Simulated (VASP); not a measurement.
# Ir3Rh2 (P6_3/mmc) in VASP: single point with PBE

Aim: the single point of Ir3Rh2 with PBE.

Everything below comes from runs of VASP 6.6.1. Logs are shortened: lines on timing, memory, paths and dates and some standing lists are left out, and cuts for length are marked.

**1. The cell of the first run**

The structure is hexagonal, space group P6_3/mmc (No. 194). The conventional cell has a = 2.740 Å, b = 2.740 Å, c = 22.116 Å, α = 90.00°, β = 90.00°, γ = 120.00°. Within 3.6 Å of Ir (site symmetry -6m2) lie 12 Ir at 2.73 to 2.74 Å. Within 3.6 Å of Ir (site symmetry 3m) lie 3 Rh at 2.71 Å and 9 Ir at 2.73 to 2.74 Å. Rh (site symmetry 3m) has 3 Ir at 2.71 Å and 9 Rh at 2.72 to 2.74 Å within 3.6 Å.

**2. Single point, PBE**

File INCAR:

```
ALGO = All
EDIFF = 1E-6
ENCUT = 500
GGA = PE
GGA_COMPAT = F
ISEARCH = 1
ISIF = 2
ISMEAR = 0
KPAR = 4
LASPH = T
LCHARG = T
LREAL = F
LVHAR = T
LWAVE = F
NBANDS = 68
NELM = 300
PREC = Accurate
SIGMA = 0.2
```

File KPOINTS:

```
k-points
0
Gamma
  12 12 1
```

File POSCAR:

```
Ir3Rh2
1.0
    2.7399670918      0.0000000289      0.0000000000
   -1.3699835709      2.3728810926      0.0000000000
    0.0000000000      0.0000000000     22.1164521000
Ir Rh
6 4
Direct
    0.3333333333      0.6666666667      0.7500000000
    0.3333333333      0.6666666667      0.1495550000
    0.3333333333      0.6666666667      0.3504450000
    0.6666666667      0.3333333333      0.8504450000
    0.6666666667      0.3333333333      0.2500000000
    0.6666666667      0.3333333333      0.6495550000
    0.3333333333      0.6666666667      0.9499670000
    0.3333333333      0.6666666667      0.5500330000
    0.6666666667      0.3333333333      0.0500330000
    0.6666666667      0.3333333333      0.4499670000
```

Potentials or basis: VASP PAW PBE potentials, release 64 (Ir, Rh_pv).

Started as:

```console
> cat potpaw_PBE.64/Ir/POTCAR potpaw_PBE.64/Rh_pv/POTCAR > POTCAR
> mpirun -np 4 vasp_std > vasp.out
```

OUTCAR:

```text
EDIFF = 1E-6
   ENCUT = 500
   GGA = PE
   ISIF = 2
   ISMEAR = 0
   LASPH = T
   LREAL = F
   NELM = 300
   PREC = Accurate

 ion  position               nearest neighbor table
   1  0.333  0.667  0.750-   4 2.73   6 2.73   4 2.73   6 2.73   4 2.73   6 2.73
   2  0.333  0.667  0.150-   9 2.71   9 2.71   9 2.71   5 2.73   5 2.73   5 2.73
   3  0.333  0.667  0.350-  10 2.71  10 2.71  10 2.71   5 2.73   5 2.73   5 2.73
   4  0.667  0.333  0.850-   7 2.71   7 2.71   7 2.71   1 2.73   1 2.73   1 2.73
   5  0.667  0.333  0.250-   2 2.73   3 2.73   2 2.73   3 2.73   2 2.73   3 2.73
   6  0.667  0.333  0.650-   8 2.71   8 2.71   8 2.71   1 2.73   1 2.73   1 2.73
   7  0.333  0.667  0.950-   4 2.71   4 2.71   4 2.71   9 2.72   9 2.72   9 2.72
   8  0.333  0.667  0.550-   6 2.71   6 2.71   6 2.71  10 2.72  10 2.72  10 2.72
   9  0.667  0.333  0.050-   2 2.71   2 2.71   2 2.71   7 2.72   7 2.72   7 2.72
  10  0.667  0.333  0.450-   3 2.71   3 2.71   3 2.71   8 2.72   8 2.72   8 2.72

  LATTYP: Found a hexagonal cell.
 ALAT       =     2.7399670918
 C/A-ratio  =     8.0717947913

  Lattice vectors:

 A1 = (   2.7399670918,   0.0000000289,   0.0000000000)
 A2 = (  -1.3699835709,   2.3728810926,   0.0000000000)
 A3 = (   0.0000000000,   0.0000000000,  22.1164521000)

Analysis of symmetry for initial positions (statically):
=====================================================================
 Subroutine PRICEL returns:
 Original cell was already a primitive cell.

 Routine SETGRP: Setting up the symmetry group for a
 hexagonal supercell.

 Subroutine GETGRP returns: Found 24 space group operations
 (whereof 12 operations were pure point group operations)
 out of a pool of 24 trial point group operations.

The static configuration has the point symmetry D_3d.
 The point group associated with its full space group is D_6h.

Analysis of symmetry for dynamics (positions and initial velocities):
=====================================================================
 Subroutine PRICEL returns:
 Original cell was already a primitive cell.

 Routine SETGRP: Setting up the symmetry group for a
 hexagonal supercell.

 Subroutine GETGRP returns: Found 24 space group operations
 (whereof 12 operations were pure point group operations)
 out of a pool of 24 trial point group operations.

The dynamic configuration has the point symmetry D_3d.
 The point group associated with its full space group is D_6h.

[... 115 lines left out ...]
   ISYM   =      2    0-nonsym 1-usesym 2-fastsym
   POTIM  = 0.5000    time-step for ionic-motion
   TEBEG  =    0.0;   TEEND  =   0.0 temperature during run
   PSTRESS=    0.0 pullay stress
   NELECT =     114.0000    total number of electrons
   NUPDOWN=      -1.0000    fix difference up-down
   EMIN   =  10.00;   EMAX   =-10.00  energy-range for DOS
   EFERMI =   0.00;   METHOD = LEGACY
   ISMEAR =     0;   SIGMA  =   0.20  broadening in eV -4-tet -1-fermi 0-gaus
   EFERMI_NEDOS =   21; number of points for ismear=-14 and -15
   IALGO  =     58    algorithm
   IMIX   =      4    mixing-type and parameters
     AMIX     =   0.40;   BMIX     =  1.00
     AMIX_MAG =   1.60;   BMIX_MAG =  1.00
  volume/ion in A,a.u.               =      14.38        97.04
  Fermi-wavevector in a.u.,A,eV,Ry     =   1.515180  2.863275 31.235847  2.295770
  Thomas-Fermi vector in A             =   2.624738
   LORBIT       =      0    0 simple, 1 ext, 2 COOP (PROOUT), +10 PAW based schemes
   GGA     = PE    functional components
   LHFCALC =     F    Hartree Fock is set to
   AEXX    =    0.0000 exact exchange contribution
   IVDW    =     0    specifies the selected vdW correction
   LEPSILON=     F    determine dielectric tensor
   LRPA    =     F    only Hartree local field effects (RPA)
 non-spin polarized calculation
 Gauss-broadening in eV      SIGMA  =   0.20
  energy-cutoff  :      500.00
  volume of cell :      143.79
 maximum number of plane-waves:      3703
 NGX is ok and might be reduce to    20
   NGX =  9   NGY =  9   NGZ = 81

 number of electron     114.0000024 magnetization

 Free energy of the ion-electron system (eV)
  ---------------------------------------------------
  ext. energy  EPLUGINS =         0.00000000
  ---------------------------------------------------
  free energy    TOTEN  =       -81.73511244 eV

  energy without entropy =      -81.42801014  energy(sigma->0) =      -81.58156129

 E-fermi :  10.5869     XC(G=0): -13.8352

 val. band max:       10.5789781185   @ k =   0.4167   0.0000   0.0000
 cond. band min:      10.6001893314   @ k =   0.3333   0.3333   0.0000
 fundamental gap:      0.0212112129
 Fermi energy:        10.5869330625

 k-point     1 :       0.0000    0.0000    0.0000
  band No.  band energies     occupation
      1     -36.3480      2.00000
      2     -36.3480      2.00000
      3     -36.0278      2.00000
      4     -36.0278      2.00000
      5     -35.8994      2.00000
      6     -35.8994      2.00000
[... 1338 lines left out ...]
     67      16.2799      0.00000
     68      16.2799      0.00000

------------------------ aborting loop because EDIFF is reached ----------------------------------------

  FORCE on cell =-STRESS in cart. coord.  units (eV):
  Direction    XX          YY          ZZ          XY          YZ          ZX
  --------------------------------------------------------------------------------------
  -------------------------------------------------------------------------------------
  Total        0.1010760      0.1010760      1.6905180      0.0000000      0.0000000      0.0000000
  in kB        1.1262168      1.1262168     18.8362134      0.0000000      0.0000000      0.0000000
  external PRESSURE =       7.0295490 kB  Pullay stress =       0.0000000 kB

 VOLUME and BASIS-vectors are now :
 -----------------------------------------------------------------------------
  energy-cutoff  :      500.00
  volume of cell :      143.79
      direct lattice vectors                 reciprocal lattice vectors
     2.739967092  0.000000029  0.000000000     0.364967885  0.210714312  0.000000000
    -1.369983571  2.372881093  0.000000000    -0.000000004  0.421428616  0.000000000
     0.000000000  0.000000000 22.116452100     0.000000000  0.000000000  0.045215209

 POSITION                                       TOTAL-FORCE (eV/Angst)
 -----------------------------------------------------------------------------------
     -0.00000      1.58192     16.58734        -0.000000      0.000000      0.000000
     -0.00000      1.58192      3.30763        -0.000000      0.000000      0.004718
     -0.00000      1.58192      7.75060        -0.000000      0.000000     -0.004718
      1.36998      0.79096     18.80883        -0.000000      0.000000     -0.004718
      1.36998      0.79096      5.52911        -0.000000      0.000000      0.000000
      1.36998      0.79096     14.36585        -0.000000      0.000000      0.004718
     -0.00000      1.58192     21.00990        -0.000000      0.000000      0.011086
     -0.00000      1.58192     12.16478        -0.000000      0.000000     -0.011086
      1.36998      0.79096      1.10655         0.000000     -0.000000     -0.011086
      1.36998      0.79096      9.95167         0.000000      0.000000      0.011086
 -----------------------------------------------------------------------------------
    total drift:                               -0.000000      0.000000     -0.000000

  FREE ENERGIE OF THE ION-ELECTRON SYSTEM (eV)
  ---------------------------------------------------
  free  energy   TOTEN  =       -81.7351124360 eV

  energy  without entropy=      -81.4280086629  energy(sigma->0) =      -81.58156055
```

OSZICAR:

```text
N       E                     dE             d eps       ncg     rms           ort
DAV:   1     0.150139366196E+04    0.15014E+04   -0.60899E+04  1292   0.181E+03
DAV:   2     0.199182369129E+02   -0.14815E+04   -0.14386E+04  1292   0.579E+02
DAV:   3    -0.806312080361E+02   -0.10055E+03   -0.89439E+02  1292   0.149E+02
[... 13 lines left out ...]
CGA: 166    -0.817351051322E+02   -0.10451E-05   -0.10486E-05  1292   0.370E-04   0.436E-06
CGA: 167    -0.817351087076E+02   -0.35755E-05   -0.35389E-05  1292   0.808E-05  -0.309E-05
CGA: 168    -0.817351096397E+02   -0.93210E-06   -0.95425E-06  1292   0.411E-04  -0.830E-06
CGA: 169    -0.817351120472E+02   -0.24074E-05   -0.24562E-05  1292   0.989E-05   0.130E-05
SDA: 170    -0.817351124360E+02   -0.38888E-06   -0.44428E-06  1292   0.154E-04   0.967E-06
   1 F= -.81735112E+02 E0= -.81581561E+02  d E =-.307104E+00
```

stdout:

```text
POSCAR found type information on POSCAR IrRh
 POSCAR found :  2 types and      10 ions
 scaLAPACK will be used
 LDA part: xc-table for (Slater+PW92), standard interpolation
 POSCAR, INCAR and KPOINTS ok, starting setup
 FFT: planning ... GRIDC
[... 97 lines left out ...]
 gam= 0.701 trial= 0.295  step=  0.3265 mean=  0.2951
 gam= 0.779 g(H,U,f)=  0.128E-02 0.475E-03 0.623E-04 ort(H,U,f) = 0.404E-03-0.279E-03-0.930E-04
 gam= 0.779 trial= 0.298  step=  0.3874 mean=  0.2982
 gam= 3.393 g(H,U,f)=  0.168E-02 0.393E-02 0.560E-03 ort(H,U,f) = 0.641E-03-0.559E-03-0.632E-04
 gam= 3.393 trial= 0.307  step=  0.0670 mean=  0.3071
  continued last = 0.091  step=  0.0677 harm=  0.0677 4th-ord=  0.0677
  steps along line     -0.30712E-04   0.30712E-04   0.30712E+00   0.90998E-01
  energies along line   0.19161E-06  -0.19161E-06   0.24753E-02  -0.18641E-03
 g
```

Run time: 11 min. Hardware: 4 MPI ranks of Intel Xeon Platinum 8124M at 3.00GHz (Skylake/Cascade Lake), shared host; peak memory 0.46 GiB.

Results:

- Free energy: -81.7351 eV
- Pressure: 0.7 GPa
- Largest force: 0.011 eV/Å
- Band gap on the k mesh: zero (bands 57 and 58 overlap by 2.43 eV)

Forces on the atoms (eV/Å):
```
Ir   0.000  0.000  0.000
Ir   0.000  0.000  0.005
Ir   0.000  0.000 -0.005
Ir   0.000  0.000 -0.005
Ir   0.000  0.000  0.000
Ir   0.000  0.000  0.005
Rh   0.000  0.000  0.011
Rh   0.000  0.000 -0.011
Rh   0.000  0.000 -0.011
Rh   0.000  0.000  0.011
```

Caveat: spin-orbit coupling is left out, which moves the levels of the heavy elements.

The gap in the log of VASP goes by the Fermi energy; the results here count the filled bands.